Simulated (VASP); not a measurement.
A run of VASP 6.6.1 is set up as follows.

Contents of INCAR:

```
PREC = Accurate
ENCUT = 520
EDIFF = 1E-7
ISMEAR = -1
SIGMA = 0.1
LREAL = False
LASPH = True
NELM = 60
ALGO = Normal
ISIF = 2
LWAVE = False
LCHARG = False
NBANDS = 19
```

File KPOINTS:

```
Automatic mesh
0
Gamma
  10 10 10
```

POSCAR

```
Zr
1.0
    0.0000000000      3.0270582747      3.0270582747
    3.0270582747      0.0000000000      3.0270582747
    3.0270582747      3.0270582747      0.0000000000
Zr
2
Direct
    0.1250000000      0.1250000000      0.1250000000
    0.8750000000      0.8750000000      0.8750000000
```

Potentials or basis: VASP PAW LDA potentials, release 64 (Zr_sv).

Command:

```bash
$ cat potpaw_LDA.64/Zr_sv/POTCAR > POTCAR
$ mpirun -np 1 vasp_std > vasp.out
```

(1) Predict the band gap on the k mesh.

(2) Predict the pressure.

Results:

(1) zero (bands 12 and 13 overlap by 0.34 eV).

(2) 0.1 GPa.
